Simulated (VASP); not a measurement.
# B (Im-3m) in VASP: further runs

The runs below take B through single point, relaxation of cell and atoms, with PBE.

Program: VASP 6.6.1. These are calculated values, not measurements. Logs are shortened: lines on timing, memory, paths and dates and some standing lists are left out, and cuts for length are marked.

### Step 1. The cell of the first run

Symmetry: Im-3m, No. 229, cubic system. The conventional cell has a = 2.115 Å, b = 2.115 Å, c = 2.115 Å, α = 90.00°, β = 90.00°, γ = 90.00°. Within 2.4 Å of B (site symmetry m-3m) lie 14 B at 1.83 to 2.11 Å.

### Step 2. Single point, PBE

Contents of INCAR:

```
SYSTEM = B
  PREC = Accurate
  ENCUT = 520
  EDIFF = 1E-7
  ISMEAR = -1
  SIGMA = 0.08
  LREAL = .FALSE.
  LASPH = .TRUE.
  NELM = 80
  ALGO = Normal
  ISIF = 2
  LWAVE = .FALSE.
  LCHARG = .FALSE.
  GGA = PE
  NBANDS = 8
```

Contents of KPOINTS:

```
Automatic mesh
0
G
  25 25 25
  0 0 0
```

Contents of POSCAR:

```
B
1.0
   -1.0573751238      1.0573751238      1.0573751238
    1.0573751238     -1.0573751238      1.0573751238
    1.0573751238      1.0573751238     -1.0573751238
B
1
Direct
    0.0000000000      0.0000000000      0.0000000000
```

Potentials or basis: VASP PAW PBE potentials, release 64 (B).

The run is started by

```console
cat potpaw_PBE.64/B/POTCAR > POTCAR
mpirun -np 1 vasp_std > vasp.out
```

OUTCAR:

```text
SYSTEM = B
   PREC = Accurate
   ENCUT = 520
   EDIFF = 1E-7
   ISMEAR = -1
   LREAL = .FALSE.
   LASPH = .TRUE.
   NELM = 80
   ISIF = 2
   GGA = PE

 ion  position               nearest neighbor table
   1  0.000  0.000  0.000-

  LATTYP: Found a body centered cubic cell.
 ALAT       =     2.1147502476

  Lattice vectors:

 A1 = (  -1.0573751238,   1.0573751238,   1.0573751238)
 A2 = (   1.0573751238,  -1.0573751238,   1.0573751238)
 A3 = (   1.0573751238,   1.0573751238,  -1.0573751238)

Analysis of symmetry for initial positions (statically):
=====================================================================
 Subroutine PRICEL returns:
 Original cell was already a primitive cell.

 Routine SETGRP: Setting up the symmetry group for a
 body centered cubic supercell.

 Subroutine GETGRP returns: Found 48 space group operations
 (whereof 48 operations were pure point group operations)
 out of a pool of 48 trial point group operations.

The static configuration has the point symmetry O_h .

Analysis of symmetry for dynamics (positions and initial velocities):
=====================================================================
 Subroutine PRICEL returns:
 Original cell was already a primitive cell.

 Routine SETGRP: Setting up the symmetry group for a
 body centered cubic supercell.

 Subroutine GETGRP returns: Found 48 space group operations
 (whereof 48 operations were pure point group operations)
 out of a pool of 48 trial point group operations.

The dynamic configuration has the point symmetry O_h .

 Subroutine INISYM returns: Found 48 space group operations
 (whereof 48 operations are pure point group operations),
 and found     1 'primitive' translations

----------------------------------------------------------------------------------------

                                     Primitive cell

  volume of cell :       4.7288

  direct lattice vectors                    reciprocal lattice vectors
    -1.057375124  1.057375124  1.057375124     0.000000000  0.472869078  0.472869078
     1.057375124 -1.057375124  1.057375124     0.472869078  0.000000000  0.472869078
     1.057375124  1.057375124 -1.057375124     0.472869078  0.472869078  0.000000000

  length of vectors
     1.831427437  1.831427437  1.831427437     0.668737863  0.668737863  0.668737863

  position of ions in fractional coordinates (direct lattice)
[... 72 lines left out ...]
   LNONCOLLINEAR =      F non collinear calculations
   LSORBIT =      F    spin-orbit coupling
   LASPH  =      T    aspherical Exc in radial PAW
   ENCUT  =  520.0 eV  38.22 Ry    6.18 a.u.   3.41  3.41  3.41*2*pi/ulx,y,z
   NELM   =     80;   NELMIN=  2; NELMDL= -5     # of ELM steps
   EDIFF  = 0.1E-06   stopping-criterion for ELM
   LREAL  =      F    real-space projection
   EDIFFG = 0.1E-05   stopping-criterion for IOM
   NSW    =      0    number of steps for IOM
   IBRION =     -1    ionic relax: 0-MD 1-quasi-New 2-CG
   NFREE  =      0    steps in history (QN), initial steepest desc. (CG)
   ISIF   =      2    stress and relaxation
   ISYM   =      2    0-nonsym 1-usesym 2-fastsym
   POTIM  = 0.5000    time-step for ionic-motion
   TEBEG  =    0.0;   TEEND  =   0.0 temperature during run
   PSTRESS=    0.0 pullay stress
   NELECT =       3.0000    total number of electrons
   NUPDOWN=      -1.0000    fix difference up-down
   EMIN   =  10.00;   EMAX   =-10.00  energy-range for DOS
   EFERMI =   0.00;   METHOD = LEGACY
   ISMEAR =    -1;   SIGMA  =   0.08  broadening in eV -4-tet -1-fermi 0-gaus
   EFERMI_NEDOS =   21; number of points for ismear=-14 and -15
   IALGO  =     38    algorithm
   IMIX   =      4    mixing-type and parameters
     AMIX     =   0.40;   BMIX     =  1.00
     AMIX_MAG =   1.60;   BMIX_MAG =  1.00
  volume/ion in A,a.u.               =       4.73        31.91
  Fermi-wavevector in a.u.,A,eV,Ry     =   1.406694  2.658265 26.923028  1.978787
  Thomas-Fermi vector in A             =   2.529028
   LORBIT       =      0    0 simple, 1 ext, 2 COOP (PROOUT), +10 PAW based schemes
   GGA     = PE    functional components
   LHFCALC =     F    Hartree Fock is set to
   AEXX    =    0.0000 exact exchange contribution
   IVDW    =     0    specifies the selected vdW correction
   LEPSILON=     F    determine dielectric tensor
   LRPA    =     F    only Hartree local field effects (RPA)
 non-spin polarized calculation
  energy-cutoff  :      520.00
  volume of cell :        4.73
 maximum number of plane-waves:       140
 NGX is ok and might be reduce to    14
   NGX =  7   NGY =  7   NGZ =  7

 number of electron       3.0000000 magnetization

 Free energy of the ion-electron system (eV)
  ---------------------------------------------------
  ext. energy  EPLUGINS =         0.00000000
  ---------------------------------------------------
  free energy    TOTEN  =        -4.63462946 eV

  energy without entropy =       -4.63156979  energy(sigma->0) =       -4.63309963

 E-fermi :  13.4569     XC(G=0): -13.9838

 val. band max:       13.4219457474   @ k =  -0.3600   0.4400   0.1600
 cond. band min:      13.4594039608   @ k =  -0.4000   0.4000   0.2000
 fundamental gap:      0.0374582134
 Fermi energy:        13.4568690349

 k-point     1 :       0.0000    0.0000    0.0000
  band No.  band energies     occupation
      1      -8.4993      2.00000
      2      33.0874      0.00000
      3      33.0874      0.00000
      4      33.0874      0.00000
      5      52.8083      0.00000
      6      52.8083      0.00000
      7      52.8083      0.00000
      8      57.0719      0.00000
[... 243 lines left out ...]
 k-point    24 :       0.4400    0.0400   -0.0000
  band No.  band energies     occupation
      1       1.4296      2.00000
      2       9.4953      2.00000
      3      24.1852      0.00000
      4      28.5893      0.00000
      5      39.4870      0.00000
      6      44.8598      0.00000
      7      59.1570      0.00000
      8      63.5243      0.00000

 [... further k-points ...]
[... 5 lines left out ...]
  --------------------------------------------------------------------------------------
  -------------------------------------------------------------------------------------
  Total        2.9506706      2.9506706      2.9506706     -0.0000000      0.0000000     -0.0000000
  in kB      999.7330612    999.7330612    999.7330612     -0.0000000      0.0000000     -0.0000000
  external PRESSURE =     999.7330612 kB  Pullay stress =       0.0000000 kB

 VOLUME and BASIS-vectors are now :
 -----------------------------------------------------------------------------
  energy-cutoff  :      520.00
  volume of cell :        4.73
      direct lattice vectors                 reciprocal lattice vectors
    -1.057375124  1.057375124  1.057375124     0.000000000  0.472869078  0.472869078
     1.057375124 -1.057375124  1.057375124     0.472869078  0.000000000  0.472869078
     1.057375124  1.057375124 -1.057375124     0.472869078  0.472869078  0.000000000

 POSITION                                       TOTAL-FORCE (eV/Angst)
 -----------------------------------------------------------------------------------
      0.00000      0.00000      0.00000        -0.000000     -0.000000      0.000000
 -----------------------------------------------------------------------------------
    total drift:                               -0.000000      0.000000      0.000000

  FREE ENERGIE OF THE ION-ELECTRON SYSTEM (eV)
  ---------------------------------------------------
  free  energy   TOTEN  =        -4.6346294635 eV

  energy  without entropy=       -4.6315697949  energy(sigma->0) =       -4.63309963
```

Wall time 4.8 s (1 thread of Intel Xeon 6975P-C (Granite Rapids), shared host); peak memory 0.11 GiB.

What came out:

| Property | Result |
| --- | --- |
| Free energy | -4.6346 eV |
| Pressure | 100.0 GPa |

Levels at points of the mesh, in eV from the Fermi level:
```csv
k point,band 1,band 2,band 3,band 4,band 5,band 6
"(0.00, 0.00, 0.00)",-21.96,19.63,19.63,19.63,39.35,39.35
```

### Step 3. Single point, PBE

Contents of INCAR:

```
PREC = Accurate
ENCUT = 520
EDIFF = 1E-7
ISMEAR = -1
SIGMA = 0.08
LREAL = F
LASPH = T
NELM = 60
ALGO = Normal
ISIF = 2
LWAVE = F
LCHARG = F
GGA = PE
NBANDS = 8
```

Contents of KPOINTS:

```
Automatic mesh
0
Gamma
  25 25 25
```

POSCAR is that of step 2.

Potentials or basis: VASP PAW PBE potentials, release 64 (B).

The run is started by

```console
cat potpaw_PBE.64/B/POTCAR > POTCAR
mpirun -np 1 vasp_std > vasp.out
```

OUTCAR:

```text
PREC = Accurate
   ENCUT = 520
   EDIFF = 1E-7
   ISMEAR = -1
   LREAL = F
   LASPH = T
   NELM = 60
   ISIF = 2
   GGA = PE

 ion  position               nearest neighbor table
   1  0.000  0.000  0.000-

  LATTYP: Found a body centered cubic cell.
 ALAT       =     2.1147502476

  Lattice vectors:

 A1 = (  -1.0573751238,   1.0573751238,   1.0573751238)
 A2 = (   1.0573751238,  -1.0573751238,   1.0573751238)
 A3 = (   1.0573751238,   1.0573751238,  -1.0573751238)

Analysis of symmetry for initial positions (statically):
=====================================================================
 Subroutine PRICEL returns:
 Original cell was already a primitive cell.

 Routine SETGRP: Setting up the symmetry group for a
 body centered cubic supercell.

 Subroutine GETGRP returns: Found 48 space group operations
 (whereof 48 operations were pure point group operations)
 out of a pool of 48 trial point group operations.

The static configuration has the point symmetry O_h .

Analysis of symmetry for dynamics (positions and initial velocities):
=====================================================================
 Subroutine PRICEL returns:
 Original cell was already a primitive cell.

 Routine SETGRP: Setting up the symmetry group for a
 body centered cubic supercell.

 Subroutine GETGRP returns: Found 48 space group operations
 (whereof 48 operations were pure point group operations)
 out of a pool of 48 trial point group operations.

The dynamic configuration has the point symmetry O_h .

 Subroutine INISYM returns: Found 48 space group operations
 (whereof 48 operations are pure point group operations),
 and found     1 'primitive' translations

----------------------------------------------------------------------------------------

                                     Primitive cell

  volume of cell :       4.7288

  direct lattice vectors                    reciprocal lattice vectors
    -1.057375124  1.057375124  1.057375124     0.000000000  0.472869078  0.472869078
[... 101 lines left out ...]
   IALGO  =     38    algorithm
   IMIX   =      4    mixing-type and parameters
     AMIX     =   0.40;   BMIX     =  1.00
     AMIX_MAG =   1.60;   BMIX_MAG =  1.00
  volume/ion in A,a.u.               =       4.73        31.91
  Fermi-wavevector in a.u.,A,eV,Ry     =   1.406694  2.658265 26.923028  1.978787
  Thomas-Fermi vector in A             =   2.529028
   LORBIT       =      0    0 simple, 1 ext, 2 COOP (PROOUT), +10 PAW based schemes
   GGA     = PE    functional components
   LHFCALC =     F    Hartree Fock is set to
   AEXX    =    0.0000 exact exchange contribution
   IVDW    =     0    specifies the selected vdW correction
   LEPSILON=     F    determine dielectric tensor
   LRPA    =     F    only Hartree local field effects (RPA)
 non-spin polarized calculation
  energy-cutoff  :      520.00
  volume of cell :        4.73
 maximum number of plane-waves:       140
 NGX is ok and might be reduce to    14
   NGX =  7   NGY =  7   NGZ =  7

 number of electron       3.0000000 magnetization

 Free energy of the ion-electron system (eV)
  ---------------------------------------------------
  ext. energy  EPLUGINS =         0.00000000
  ---------------------------------------------------
  free energy    TOTEN  =        -4.63462946 eV

  energy without entropy =       -4.63156979  energy(sigma->0) =       -4.63309963

 E-fermi :  13.4569     XC(G=0): -13.9838

 val. band max:       13.4219457474   @ k =  -0.3600   0.4400   0.1600
 cond. band min:      13.4594039608   @ k =  -0.4000   0.4000   0.2000
 fundamental gap:      0.0374582134
 Fermi energy:        13.4568690349

 k-point     1 :       0.0000    0.0000    0.0000
  band No.  band energies     occupation
      1      -8.4993      2.00000
      2      33.0874      0.00000
      3      33.0874      0.00000
      4      33.0874      0.00000
      5      52.8083      0.00000
      6      52.8083      0.00000
      7      52.8083      0.00000
      8      57.0719      0.00000
[... 243 lines left out ...]
 k-point    24 :       0.4400    0.0400   -0.0000
  band No.  band energies     occupation
      1       1.4296      2.00000
      2       9.4953      2.00000
      3      24.1852      0.00000
      4      28.5893      0.00000
      5      39.4870      0.00000
      6      44.8598      0.00000
      7      59.1570      0.00000
      8      63.5243      0.00000

 [... further k-points ...]
[... 5 lines left out ...]
  --------------------------------------------------------------------------------------
  -------------------------------------------------------------------------------------
  Total        2.9506706      2.9506706      2.9506706     -0.0000000      0.0000000     -0.0000000
  in kB      999.7330612    999.7330612    999.7330612     -0.0000000      0.0000000     -0.0000000
  external PRESSURE =     999.7330612 kB  Pullay stress =       0.0000000 kB

 VOLUME and BASIS-vectors are now :
 -----------------------------------------------------------------------------
  energy-cutoff  :      520.00
  volume of cell :        4.73
      direct lattice vectors                 reciprocal lattice vectors
    -1.057375124  1.057375124  1.057375124     0.000000000  0.472869078  0.472869078
     1.057375124 -1.057375124  1.057375124     0.472869078  0.000000000  0.472869078
     1.057375124  1.057375124 -1.057375124     0.472869078  0.472869078  0.000000000

 POSITION                                       TOTAL-FORCE (eV/Angst)
 -----------------------------------------------------------------------------------
      0.00000      0.00000      0.00000        -0.000000     -0.000000      0.000000
 -----------------------------------------------------------------------------------
    total drift:                               -0.000000      0.000000      0.000000

  FREE ENERGIE OF THE ION-ELECTRON SYSTEM (eV)
  ---------------------------------------------------
  free  energy   TOTEN  =        -4.6346294635 eV

  energy  without entropy=       -4.6315697949  energy(sigma->0) =       -4.63309963
```

stdout:

```text
POSCAR found type information on POSCAR B
 POSCAR found :  1 types and       1 ions
 scaLAPACK will be used
 LDA part: xc-table for (Slater+PW92), standard interpolation
 POSCAR, INCAR and KPOINTS ok, starting setup
 FFT: planning ... GRIDC
 FFT: planning ... GRID_SOFT
 FFT: planning ... GRID
 WAVECAR not read
 entering main loop
```

Wall time 3.7 s (1 thread of Intel Xeon 6975P-C (Granite Rapids), shared host); peak memory 0.11 GiB.

Results:

```
Free energy : -4.6346 eV
Pressure    : 100.0 GPa
```

Levels at points of the mesh, in eV from the Fermi level:
| k point | band 1 | band 2 | band 3 | band 4 |
| --- | --- | --- | --- | --- |
| (0.00, 0.00, 0.00) | -21.96 | 19.63 | 19.63 | 19.63 |

### Step 4. Relaxation of cell and atoms, PBE, target pressure 100 GPa, at which the enthalpy is minimised

This run uses another cell than the first one, of 4.63 Å³/atom, 0.980 times its volume.

Contents of INCAR:

```
SYSTEM = B
ALGO     = Normal         ! electronic algorithm
EDIFF    = 1E-6           ! SCF threshold, eV
EDIFFG   = -0.005         ! ionic threshold
ENCUT    = 600            ! plane-wave cutoff, eV
GGA      = PE             ! functional
IBRION   = 2              ! ionic algorithm
ISIF     = 3              ! what is computed and relaxed
ISMEAR   = -1             ! smearing method
LASPH    = .TRUE.         ! aspherical terms in the spheres
LCHARG   = .FALSE.        ! write CHGCAR
LREAL    = .FALSE.        ! projectors in reciprocal space
LWAVE    = .FALSE.        ! write WAVECAR
NELM     = 80             ! most SCF steps
NSW      = 60             ! ionic steps
PREC     = Accurate       ! precision mode
PSTRESS  = 1000.0       
SIGMA    = 0.08           ! smearing width, eV
```

Contents of KPOINTS:

```
k-points
0
G
  25 25 25
  0 0 0
```

Contents of POSCAR:

```
B
1.0
   -1.0502497644      1.0502497644      1.0502497644
    1.0502497644     -1.0502497644      1.0502497644
    1.0502497644      1.0502497644     -1.0502497644
B
1
Direct
    0.0000000000      0.0000000000      0.0000000000
```

The run is started by

```console
cat potpaw_PBE.64/B/POTCAR > POTCAR
mpirun -np 1 vasp_std > vasp.out
```

Run time: 6.1 s. Hardware: 1 thread of Intel Xeon Platinum 8488C (Sapphire Rapids), shared host; peak memory 0.12 GiB.

It converged, with:

- Free energy: -4.6354 eV
- Relaxed volume: 4.73 Å³/atom
- Relaxed cell: a = 1.831 Å, b = 1.831 Å, c = 1.831 Å, α = 109.47°, β = 109.47°, γ = 109.47°
- Space group after relaxing (to 0.05 Å): Im-3m (No. 229)
- Energy change on relaxing (the enthalpy is what falls): -62.5 meV/atom
- Ionic steps: 3
- Pressure after relaxing: 99.9 GPa

The path:
```
step  energy change (eV)  largest force (eV/Å)  pressure (GPa)  volume (Å³)
   1              0.0000                0.0000          111.73         4.63
   2             -0.1410                0.0000           84.49         4.87
   3             -0.0625                0.0000           99.93         4.73
```

Final structure:
```
CELL_PARAMETERS angstrom
-1.05735 1.05735 1.05735
1.05735 -1.05735 1.05735
1.05735 1.05735 -1.05735
ATOMIC_POSITIONS crystal
B 0.00000 0.00000 0.00000
```

Levels at points of the mesh, in eV from the Fermi level:
| k point | band 1 | band 2 | band 3 | band 4 | band 5 |
| --- | --- | --- | --- | --- | --- |
| (0.00, 0.00, 0.00) | -21.96 | 19.63 | 19.63 | 19.63 | 39.35 |

Caveat: the cell is relaxed towards a set pressure, so the enthalpy falls and the energy may rise.

### Step 5. Relaxation of cell and atoms, PBE, target pressure 100 GPa, at which the enthalpy is minimised

Edit INCAR of step 4 so:

```diff
@@ -13,4 +13,4 @@
 LWAVE    = .FALSE.        ! write WAVECAR
-NELM     = 80             ! most SCF steps
-NSW      = 60             ! ionic steps
+NELM     = 60             ! most SCF steps
+NSW      = 32             ! ionic steps
 PREC     = Accurate       ! precision mode
```

KPOINTS is that of step 4.

Contents of POSCAR:

```
B
1.0
   -1.0573751238      1.0573751238      1.0573751238
    1.0573751238     -1.0573751238      1.0573751238
    1.0573751238      1.0573751238     -1.0573751238
B
1
Direct
    0.0000000000      0.0000000000      0.0000000000
```

The run is started by

```console
cat potpaw_PBE.64/B/POTCAR > POTCAR
mpirun -np 1 vasp_std > vasp.out
```

Wall time 3.5 s (1 thread of Intel Xeon Platinum 8488C (Sapphire Rapids), shared host); peak memory 0.11 GiB.

Results (log left out):

```
Free energy             : -4.6358 eV
Pressure after relaxing : 99.9 GPa
```

Final structure:
```
B
1.0
    -1.05738    1.05738    1.05738
     1.05738   -1.05738    1.05738
     1.05738    1.05738   -1.05738
B
1
Cartesian
  0.0000 0.0000 0.0000
```

Levels at points of the mesh, in eV from the Fermi level:
| k point | band 1 | band 2 | band 3 | band 4 | band 5 |
| --- | --- | --- | --- | --- | --- |
| (0.00, 0.00, 0.00) | -21.96 | 19.63 | 19.63 | 19.63 | 39.35 |

Caveat: the relaxation stopped at its first step, so nothing moved; the cell is relaxed towards a set pressure, so the enthalpy falls and the energy may rise.

### Step 6. The runs side by side

| task | cell | cutoff (eV) | gap on the mesh (eV) | pressure (GPa) |
| --- | --- | --- | --- | --- |
| single point | a = 1.831 Å, angles 109.5°, 1 atom | 520 | none | 100.0 |
| relaxation of cell and atoms | relaxed to 100 GPa from a = 1.819 Å, angles 109.5°, 1 atom | 600 | none | 99.9 |
| relaxation of cell and atoms | relaxed to 100 GPa from a = 1.831 Å, angles 109.5°, 1 atom | 600 | none | 99.9 |

Alike in all rows: level PBE; potentials or basis VASP PAW PBE potentials, release 64 (B); no spin polarisation; k mesh 25 × 25 × 25; smearing fermi-dirac 0.08 eV.

Caveats: the cell is relaxed towards a set pressure, so the enthalpy falls and the energy may rise (some runs); the relaxation stopped at its first step, so nothing moved (some runs).

Absolute energies hang on the potentials; compare differences alone.
